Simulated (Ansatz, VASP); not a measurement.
# One calculation of CoNiO2, two programs

```
Ni Co O
1.0
     3.01433    0.00000    0.00000
     0.00000    3.01433    0.00000
     0.00000    0.00000    4.22229
Ni Co O
1 1 2
Direct
  0.00000 0.00000 0.00000
  0.50000 0.50000 0.50000
  0.00000 0.00000 0.50000
  0.50000 0.50000 0.00000
```

Alike in both runs: functional LDA; k mesh 9 × 9 × 6; occupations fermi-dirac, width 0.05 eV; collinear spin.

|  | VASP | Ansatz |
| --- | --- | --- |
| version | VASP 6.6.1 | Ansatz 0.2.0 |
| potentials or method | VASP PAW LDA potentials, release 64 (Ni, Co, O), cutoff 520 eV | all-electron LAPW, scalar-relativistic |
| task | single point | band structure |

|  | VASP | Ansatz | Ansatz less VASP |
| --- | --- | --- | --- |
| gap on the k mesh at the Fermi level (eV) | none | none | - |
| pressure (GPa) | -23.3 | -22.3 | +1.05 |
| traceless stress, the component that is largest in VASP (GPa) | -0.01 | 0.24 | +0.245 |
| net moment per atom (μB) | 0.84 | 0.90 | +0.068 |
| size of the moment on the site where the two differ most (μB) | 2.31 | 2.46 | +0.154 |

LDA's correlation is that of Perdew and Zunger in VASP and of Perdew and Wang (1992) in Ansatz. Site moments also hang on the region over which each program counts them. A gap of «none» marks a metal or a gap that the smearing closes. Ansatz ran all-electron here, and VASP with PAW potentials.
